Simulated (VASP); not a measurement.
# CuW17S35 (a cell with a defect) in VASP: single point with PBE

Aim: the single point of CuW17S35 (a cell with a defect) with PBE.

All numbers are computed with VASP 6.6.1; they aren't measurements. Logs are shortened: lines on timing, memory, paths and dates and some standing lists are left out, and cuts for length are marked.

### 1 The cell of the first run

The cell holds a defect, 53 atoms: a = 9.381 Å, b = 9.381 Å, c = 12.165 Å, α = 90.00°, β = 90.00°, γ = 120.00°.

### 2 Single point, PBE

The input, INCAR:

```
SYSTEM = CuW17S35
PREC = Accurate
ENCUT = 520
EDIFF = 1E-6
ISMEAR = -1
SIGMA = 0.01
LREAL = Auto
LASPH = .True.
NELM = 120
ALGO = Normal
ISIF = 2
LWAVE = .False.
LCHARG = .False.
GGA = PE
NBANDS = 262
NELECT = 460.0
GGA_COMPAT = .False.
```

The input, KPOINTS:

```
regular mesh
0
Gamma
  1 1 1
  0 0 0
```

The input, POSCAR:

```
CuW17S35
1.0
    9.3812494643     -0.0000000850      0.0000000000
   -4.6906246585      8.1244003979      0.0000000000
    0.0000000000      0.0000000000     12.1647637133
W S Cu
17 35 1
Direct
    0.1130610924      0.2226220461      0.2509979034
    0.2224441195      0.0994056297      0.7524609101
    0.1126578525      0.5553172863      0.2507577157
    0.2272548477      0.4501581784      0.7510308222
    0.1127817379      0.8889957100      0.2508105128
    0.2211376766      0.7785450480      0.7500406798
    0.4461803577      0.2224993516      0.2504366736
    0.5445445759      0.1056517515      0.7522126730
    0.4463147979      0.5558833293      0.2508084176
    0.4462480894      0.8889673402      0.2508728186
    0.5595264749      0.7829236084      0.7484772546
    0.7795301793      0.2225870625      0.2507428248
    0.8901575018      0.1148211134      0.7483965492
    0.7795458702      0.5556716948      0.2508333272
    0.8885633632      0.4514551361      0.7527369173
    0.7794836944      0.8892547129      0.2513003892
    0.8897699936      0.7837976614      0.7489959391
    0.1221157825      0.2232248919      0.6215121039
    0.2234877084      0.1118429406      0.1199743663
    0.1153560786      0.2239019764      0.8780842915
    0.2240829186      0.1119651617      0.3815021326
    0.1099921695      0.5545133079      0.6203717172
    0.2239309410      0.4451933686      0.1198312429
    0.1127839101      0.5570752702      0.8803226681
    0.2237079211      0.4452730687      0.3817799834
    0.1146311716      0.8899895799      0.6165355981
    0.2235182594      0.7781408617      0.1201193383
    0.1104007501      0.8889995492      0.8838152720
    0.2232939370      0.7780776145      0.3813908332
    0.5567796375      0.1116177530      0.1197904758
    0.4461988011      0.2310880307      0.8709830968
    0.5565809874      0.1119938962      0.3814598866
    0.4462410255      0.5496818138      0.6215575343
    0.5570617618      0.4454803313      0.1199193623
    0.4446114281      0.5628482518      0.8827617681
    0.5564729337      0.4445669406      0.3815067416
    0.4413365053      0.8914130101      0.6179568443
    0.5572422277      0.7785222822      0.1201133246
    0.4458892624      0.8886479697      0.8803082238
    0.5565134591      0.7782672694      0.3819196092
    0.7682481653      0.2244740622      0.6221818121
    0.8903684449      0.1119228029      0.1202180084
    0.7755501003      0.2241043698      0.8787274779
    0.8902651042      0.1123220695      0.3817400959
    0.7672908104      0.5486959000      0.6238303976
    0.8900639733      0.4453229570      0.1196887238
    0.7866510728      0.5648031132      0.8832176090
    0.8898858851      0.4449179356      0.3817185462
    0.7801118255      0.8937384800      0.6169911368
    0.8898268945      0.7784309336      0.1202088113
    0.7796192191      0.8940363378      0.8784501395
    0.8900407245      0.7780759664      0.3817454776
    0.5246591437      0.3960385176      0.7199008131
```

Potentials or basis: VASP PAW PBE potentials, release 64 (W_sv, S, Cu).

On the command line:

```bash
cat potpaw_PBE.64/W_sv/POTCAR potpaw_PBE.64/S/POTCAR potpaw_PBE.64/Cu/POTCAR > POTCAR
mpirun -np 1 vasp_gam > vasp.out
```

OUTCAR:

```text
SYSTEM = CuW17S35
   PREC = Accurate
   ENCUT = 520
   EDIFF = 1E-6
   ISMEAR = -1
   LREAL = Auto
   LASPH = .True.
   NELM = 120
   ISIF = 2
   GGA = PE
   NELECT = 460.0

 ion  position               nearest neighbor table
   1  0.113  0.223  0.251-  21 2.40  19 2.40  25 2.41  42 2.41  44 2.41  23 2.41   3 3.12   7 3.13
                             9 3.13  16 3.13   5 3.13  12 3.13
   2  0.222  0.099  0.752-  31 2.33  28 2.34  26 2.37  18 2.42  20 2.43  53 2.84   8 2.99   6 3.00
                            17 3.04  13 3.19   4 3.27
   3  0.113  0.555  0.251-  25 2.40  23 2.40  29 2.41  27 2.41  46 2.41  48 2.41   1 3.12  12 3.12
                            14 3.13   9 3.13   5 3.13  10 3.13
   4  0.227  0.450  0.751-  33 2.38  35 2.38  24 2.39  20 2.40  22 2.40  18 2.43  53 3.10   6 3.11
                            11 3.12  13 3.15  15 3.18   2 3.27
   5  0.113  0.889  0.251-  29 2.40  27 2.40  50 2.41  21 2.41  19 2.41  52 2.41  14 3.13  16 3.13
                             7 3.13  10 3.13   1 3.13   3 3.13
   6  0.221  0.779  0.750-  24 2.40  26 2.40  37 2.40  22 2.41  39 2.42  28 2.42   2 3.00   8 3.05
                            15 3.09   4 3.11  17 3.13  11 3.15
   7  0.446  0.222  0.250-  32 2.40  30 2.40  19 2.41  36 2.41  21 2.41  34 2.41   1 3.13  14 3.13
                            12 3.13   9 3.13   5 3.13  10 3.13
   8  0.545  0.106  0.752-  31 2.33  39 2.35  37 2.39  41 2.41  43 2.43  53 2.85   2 2.99   6 3.05
                            11 3.10  13 3.20  15 3.24
   9  0.446  0.556  0.251-  34 2.40  36 2.40  38 2.41  23 2.41  40 2.41  25 2.41  10 3.13   1 3.13
[... 19 lines left out ...]
  20  0.115  0.224  0.878-   4 2.40  13 2.42   2 2.43
  21  0.224  0.112  0.382-   1 2.40   7 2.41   5 2.41
  22  0.110  0.555  0.620-   4 2.40   6 2.41  15 2.42
  23  0.224  0.445  0.120-   3 2.40   9 2.41   1 2.41
[... 9 lines left out ...]
  33  0.446  0.550  0.622-  53 2.26   4 2.38  11 2.44
  34  0.557  0.445  0.120-   9 2.40   7 2.41  14 2.41
  35  0.445  0.563  0.883-   4 2.38  11 2.42
  36  0.556  0.445  0.382-   9 2.40   7 2.41  14 2.41
  37  0.441  0.891  0.618-   8 2.39   6 2.40  11 2.43
  38  0.557  0.779  0.120-  10 2.40   9 2.41  16 2.41
  39  0.446  0.889  0.880-   8 2.35  11 2.40   6 2.42
  40  0.557  0.778  0.382-  10 2.40  16 2.41   9 2.41
  41  0.768  0.224  0.622-   8 2.41  13 2.43  15 2.43
  42  0.890  0.112  0.120-  12 2.40   1 2.41  16 2.41
  43  0.776  0.224  0.879-  15 2.40  13 2.41   8 2.43
  44  0.890  0.112  0.382-  12 2.40  16 2.41   1 2.41
  45  0.767  0.549  0.624-  53 2.31  15 2.37  17 2.44
  46  0.890  0.445  0.120-  14 2.40   3 2.41  12 2.41
  47  0.787  0.565  0.883-  15 2.36  17 2.42
  48  0.890  0.445  0.382-  14 2.40  12 2.41   3 2.41
  49  0.780  0.894  0.617-  17 2.40  11 2.40  13 2.40
  50  0.890  0.778  0.120-  16 2.40  14 2.41   5 2.41
  51  0.780  0.894  0.878-  17 2.38  11 2.39  13 2.39
  52  0.890  0.778  0.382-  16 2.40  14 2.41   5 2.41
  53  0.525  0.396  0.720-  33 2.26  31 2.27  45 2.31   2 2.84   8 2.85   4 3.10

  LATTYP: Found a hexagonal cell.
 ALAT       =     9.3812494643
 C/A-ratio  =     1.2967103966

  Lattice vectors:

 A1 = (   9.3812494643,  -0.0000000850,   0.0000000000)
 A2 = (  -4.6906246585,   8.1244003979,   0.0000000000)
 A3 = (   0.0000000000,   0.0000000000,  12.1647637133)

Analysis of symmetry for initial positions (statically):
=====================================================================
 Subroutine PRICEL returns:
 Original cell was already a primitive cell.

 Routine SETGRP: Setting up the symmetry group for a
 hexagonal supercell.

 Subroutine GETGRP returns: Found  1 space group operations
 (whereof  1 operations were pure point group operations)
 out of a pool of 24 trial point group operations.

The static configuration has the point symmetry C_1 .

Analysis of symmetry for dynamics (positions and initial velocities):
=====================================================================
 Subroutine PRICEL returns:
 Original cell was already a primitive cell.

 Routine SETGRP: Setting up the symmetry group for a
 hexagonal supercell.

 Subroutine GETGRP returns: Found  1 space group operations
 (whereof  1 operations were pure point group operations)
 out of a pool of 24 trial point group operations.

The dynamic configuration has the point symmetry C_1 .

 Subroutine INISYM returns: Found  1 space group operations
[... 77 lines left out ...]
                 4           4
                 5           5
                 6           6
[... 45 lines left out ...]
                52          52
                53          53

----------------------------------------------------------------------------------------

 KPOINTS: regular mesh

Automatic generation of k-mesh.
 Grid dimensions read from file:
 generate k-points for:    1    1    1

 Generating k-lattice:

  Cartesian coordinates                     Fractional coordinates (reciprocal lattice)
     0.106595610  0.061543003  0.000000000     1.000000000 -0.000000000  0.000000000
     0.000000001  0.123086007  0.000000000     0.000000000  1.000000000  0.000000000
     0.000000000  0.000000000  0.082204638     0.000000000  0.000000000  1.000000000

  Length of vectors
     0.123086007  0.123086007  0.082204638

  Shift w.r.t. Gamma in fractional coordinates (k-lattice)
     0.000000000  0.000000000  0.000000000

 Subroutine IBZKPT returns following result:
 ===========================================

 Found      1 irreducible k-points:

 Following reciprocal coordinates:
            Coordinates               Weight
  0.000000  0.000000  0.000000      1.000000
   k-points           NKPTS =      1   k-points in BZ     NKDIM =      1   number of bands    NBANDS=    262
   number of dos      NEDOS =    301   number of ions     NIONS =     53
   total plane-waves  NPLWV = 441000
   dimension x,y,z NGX =    70 NGY =   70 NGZ =   90
   dimension x,y,z NGXF=   140 NGYF=  140 NGZF=  180
   ions per type =              17  35   1
   NGX,Y,Z   is equivalent  to a cutoff of  12.40, 12.40, 12.30 a.u.
   NGXF,Y,Z  is equivalent  to a cutoff of  24.81, 24.81, 24.60 a.u.
 SYSTEM =  CuW17S35
   PREC   = accura    normal or accurate (medium, high low for compatibility)
   ISTART =      0    job   : 0-new  1-cont  2-samecut
   ICHARG =      2    charge: 1-file 2-atom 10-const
   ISPIN  =      1    spin polarized calculation?
   LNONCOLLINEAR =      F non collinear calculations
   LSORBIT =      F    spin-orbit coupling
   LASPH  =      T    aspherical Exc in radial PAW
   ENCUT  =  520.0 eV  38.22 Ry    6.18 a.u.  17.44 17.44 22.62*2*pi/ulx,y,z
   NELM   =    120;   NELMIN=  2; NELMDL= -5     # of ELM steps
   EDIFF  = 0.1E-05   stopping-criterion for ELM
   LREAL  =      T    real-space projection
   EDIFFG = 0.1E-04   stopping-criterion for IOM
   NSW    =      0    number of steps for IOM
   IBRION =     -1    ionic relax: 0-MD 1-quasi-New 2-CG
   NFREE  =      0    steps in history (QN), initial steepest desc. (CG)
   ISIF   =      2    stress and relaxation
   ISYM   =      2    0-nonsym 1-usesym 2-fastsym
   POTIM  = 0.5000    time-step for ionic-motion
   TEBEG  =    0.0;   TEEND  =   0.0 temperature during run
   PSTRESS=    0.0 pullay stress
   NELECT =     460.0000    total number of electrons
   NUPDOWN=      -1.0000    fix difference up-down
   EMIN   =  10.00;   EMAX   =-10.00  energy-range for DOS
   EFERMI =   0.00;   METHOD = LEGACY
   ISMEAR =    -1;   SIGMA  =   0.01  broadening in eV -4-tet -1-fermi 0-gaus
   EFERMI_NEDOS =   21; number of points for ismear=-14 and -15
   IALGO  =     38    algorithm
   IMIX   =      4    mixing-type and parameters
     AMIX     =   0.40;   BMIX     =  1.00
     AMIX_MAG =   1.60;   BMIX_MAG =  1.00
  volume/ion in A,a.u.               =      17.49       118.05
  Fermi-wavevector in a.u.,A,eV,Ry     =   1.296012  2.449107 22.852971  1.679646
  Thomas-Fermi vector in A             =   2.427495
   LORBIT       =      0    0 simple, 1 ext, 2 COOP (PROOUT), +10 PAW based schemes
   GGA     = PE    functional components
   LHFCALC =     F    Hartree Fock is set to
   AEXX    =    0.0000 exact exchange contribution
   IVDW    =     0    specifies the selected vdW correction
   LEPSILON=     F    determine dielectric tensor
   LRPA    =     F    only Hartree local field effects (RPA)
 non-spin polarized calculation
  energy-cutoff  :      520.00
  volume of cell :      927.16
 maximum number of plane-waves:     12542
 NGX is ok and might be reduce to    70
   NGX = 35   NGY = 35   NGZ = 45

 number of electron     460.0000005 magnetization

 Free energy of the ion-electron system (eV)
  ---------------------------------------------------
  ext. energy  EPLUGINS =         0.00000000
  ---------------------------------------------------
  free energy    TOTEN  =      -395.14186685 eV

  energy without entropy =     -395.14177108  energy(sigma->0) =     -395.14181897

 E-fermi :   7.9792     XC(G=0): -11.0376

 val. band max:        7.8965943859   @ k =   0.0000   0.0000   0.0000
 cond. band min:       8.0617978441   @ k =   0.0000   0.0000   0.0000
 fundamental gap:      0.1652034582
 Fermi energy:         7.9791960619

 k-point     1 :       0.0000    0.0000    0.0000
  band No.  band energies     occupation
      1     -67.1514      2.00000
      2     -67.1400      2.00000
      3     -67.1382      2.00000
      4     -67.1356      2.00000
      5     -67.1337      2.00000
      6     -67.1327      2.00000
[... 234 lines left out ...]
    241       9.2370      0.00000
    242       9.3946      0.00000
 [bands above 242 left out]

------------------------ aborting loop because EDIFF is reached ----------------------------------------

  FORCE on cell =-STRESS in cart. coord.  units (eV):
  Direction    XX          YY          ZZ          XY          YZ          ZX
  --------------------------------------------------------------------------------------
  -------------------------------------------------------------------------------------
  Total       50.8258698     54.2369714     25.7653816      0.2552429     -1.4067942      0.7514218
  in kB       87.8293610     93.7238961     44.5237240      0.4410710     -2.4310030      1.2984903
  external PRESSURE =      75.3589937 kB  Pullay stress =       0.0000000 kB

 VOLUME and BASIS-vectors are now :
 -----------------------------------------------------------------------------
  energy-cutoff  :      520.00
  volume of cell :      927.16
      direct lattice vectors                 reciprocal lattice vectors
     9.381249464 -0.000000085  0.000000000     0.106595610  0.061543003  0.000000000
    -4.690624658  8.124400398  0.000000000     0.000000001  0.123086007  0.000000000
     0.000000000  0.000000000 12.164763713     0.000000000  0.000000000  0.082204638

 POSITION                                       TOTAL-FORCE (eV/Angst)
 -----------------------------------------------------------------------------------
      0.01642      1.80867      3.05333        -0.165701      0.134719     -0.035093
      1.62053      0.80761      9.15351         0.059809      0.334640      0.376876
     -1.54791      4.51162      3.05041        -0.168785      0.085741      0.015323
      0.02041      3.65727      9.13611        -0.342037     -0.519776     -0.351916
     -3.11191      7.22256      3.05105        -0.109550      0.107113     -0.009047
     -1.57731      6.32521      9.12407         0.165342      0.275839     -0.091586
[... 45 lines left out ...]
      4.70003      6.32140      4.64384         0.102298     -0.043108     -0.401338
      3.06429      3.21758      8.75742         0.010597     -0.372932      0.331678
 -----------------------------------------------------------------------------------
    total drift:                               -0.000900      0.004922      0.000765

  FREE ENERGIE OF THE ION-ELECTRON SYSTEM (eV)
  ---------------------------------------------------
  free  energy   TOTEN  =      -395.1418668514 eV

  energy  without entropy=     -395.1417710812  energy(sigma->0) =     -395.14181897
```

Run time: 32 min. Hardware: 1 thread of Intel Xeon 8259CL, shared host; peak memory 0.88 GiB.

What came out:

- Free energy: -395.1419 eV
- Largest force: 0.861 eV/Å

Forces on the atoms (eV/Å):
```
W   -0.166  0.135 -0.035
W    0.060  0.335  0.377
W   -0.169  0.086  0.015
W   -0.342 -0.520 -0.352
W   -0.110  0.107 -0.009
W    0.165  0.276 -0.092
W   -0.136  0.091 -0.013
W   -0.167 -0.274  0.412
W   -0.117  0.038 -0.019
W   -0.221  0.125 -0.031
W    0.285  0.462  0.165
W   -0.159  0.125 -0.019
W    0.091 -0.154 -0.085
W   -0.221  0.051 -0.042
W    0.616 -0.575 -0.181
W   -0.142  0.078 -0.003
W    0.104  0.343  0.171
S   -0.230  0.234  0.302
S    0.136 -0.026  0.352
S    0.044 -0.053 -0.437
S    0.136 -0.016 -0.314
S   -0.123  0.038  0.728
S    0.028 -0.091  0.418
S   -0.010 -0.030 -0.352
S    0.077 -0.051 -0.421
S    0.082 -0.078  0.293
S    0.069 -0.050  0.414
S   -0.163 -0.418 -0.558
S    0.082 -0.049 -0.429
S    0.010 -0.020  0.360
S    0.107  0.181 -0.606
S    0.017 -0.016 -0.327
S   -0.144  0.137  0.093
S    0.080 -0.077  0.381
S    0.375  0.015 -0.204
S    0.089 -0.100 -0.326
S   -0.129 -0.004  0.248
S    0.068 -0.040  0.408
S    0.028 -0.185 -0.276
S    0.066 -0.060 -0.416
S    0.141  0.262  0.277
S    0.070 -0.008  0.380
S   -0.188  0.030 -0.489
S    0.087  0.000 -0.377
S   -0.105  0.253  0.198
S    0.113 -0.088  0.411
S   -0.318 -0.059 -0.041
S    0.085 -0.036 -0.417
S   -0.073  0.037  0.639
S    0.075 -0.049  0.413
S   -0.070  0.102 -0.514
S    0.102 -0.043 -0.401
Cu   0.011 -0.373  0.332
```

Caveat: the k points lie up to 0.77 Å⁻¹ apart; the cell carries a net charge on a neutralising background, which shifts energy and pressure; the cell is charged against a uniform background, so pressure and absolute levels hang on convention; spin-orbit coupling is left out, which moves the levels of the heavy elements.
